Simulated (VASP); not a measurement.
Set up this calculation in VASP 6.6.1, as the native input.

* Task: relaxation of cell and atoms
* Functional: r2SCAN
* Potentials or basis: VASP PAW PBE potentials, release 64 (Mo_sv, P)
* Cutoff: 550 eV
* k mesh: 18 × 18 × 14
* Occupations: gaussian, width 0.1 eV
* Spin: no spin polarisation
* Dipole correction: no
* Further INCAR settings: ALGO = Normal; EDIFF = 1e-07; IBRION = 2; EDIFFG = -0.005; NSW = 100; ISIF = 3

MoP:

```
Mo P
1.0
     3.22300    0.00000    0.00000
    -1.61150    2.79120    0.00000
     0.00000    0.00000    3.19100
Mo P
1 1
Direct
  0.00000 0.00000 0.00000
  0.33333 0.66667 0.50000
```

The input as run:

POSCAR

```
MoP
1.0
    3.2230000000      0.0000000000      0.0000000000
   -1.6115000000      2.7911998764      0.0000000000
    0.0000000000      0.0000000000      3.1910000000
Mo P
1 1
Direct
    0.0000000000      0.0000000000      0.0000000000
    0.3333333333      0.6666666667      0.5000000000
```

INCAR.step1

```
ALGO     = Normal         # electronic algorithm
EDIFF    = 1E-5           # SCF threshold, eV
EDIFFG   = -0.005         # ionic threshold
ENCUT    = 550            # plane-wave cutoff, eV
GGA      = PE             # functional
GGA_COMPAT= False        
IBRION   = 2              # ionic algorithm
ISIF     = 3              # what is computed and relaxed
ISMEAR   = 0              # smearing method
LASPH    = True           # aspherical terms in the spheres
LCHARG   = False          # write CHGCAR
LREAL    = False          # projectors in reciprocal space
LWAVE    = True           # write WAVECAR
NELM     = 120            # most SCF steps
NELMIN   = 4            
NSW      = 100            # ionic steps
PREC     = Accurate       # precision mode
SIGMA    = 0.1            # smearing width, eV
```

INCAR.step2

```
ALGO     = Normal         # electronic algorithm
EDIFF    = 1E-7           # SCF threshold, eV
EDIFFG   = -0.005         # ionic threshold
ENCUT    = 550            # plane-wave cutoff, eV
GGA_COMPAT= False        
IBRION   = 2              # ionic algorithm
ISIF     = 3              # what is computed and relaxed
ISMEAR   = 0              # smearing method
ISTART   = 1            
LASPH    = True           # aspherical terms in the spheres
LCHARG   = False          # write CHGCAR
LMIXTAU  = True         
LREAL    = False          # projectors in reciprocal space
LWAVE    = False          # write WAVECAR
METAGGA  = R2SCAN         # meta-GGA
NELM     = 120            # most SCF steps
NELMIN   = 4            
NSW      = 100            # ionic steps
PREC     = Accurate       # precision mode
SIGMA    = 0.1            # smearing width, eV
```

KPOINTS

```
k-points
0
Gamma
  18 18 14
```

Potentials or basis: VASP PAW PBE potentials, release 64 (Mo_sv, P).

Command:

```sh
$ cat potpaw_PBE.64/Mo_sv/POTCAR potpaw_PBE.64/P/POTCAR > POTCAR
$ cp INCAR.step1 INCAR
$ mpirun -np 1 vasp_std > vasp.out
$ cp INCAR.step2 INCAR
$ mpirun -np 1 vasp_std > vasp.out
```

Results of the run:

* Relaxed volume: 14.43 Å³/atom
* Relaxed cell: a = 3.236 Å, b = 3.236 Å, c = 3.182 Å, α = 90.00°, β = 90.00°, γ = 120.00°
* Space group after relaxing (to 0.1 Å): P-6m2 (No. 187)
* Energy gained by relaxing: 0.6 meV/atom
* Ionic steps: 5
* Pressure after relaxing: 0.0 GPa
* Band gap on the k mesh: zero (an odd number of electrons rules out a gap without spin polarisation)

Caveat: the PAW data sets were made with another functional, which shifts forces and pressure a little; an odd number of electrons without spin polarisation forces a metal; a magnetic or distorted state may lie lower.

Run time: 45 min on 1 thread of Oxide Virtual Turin-like Processor, with other jobs on the host, peak memory 0.24 GiB.
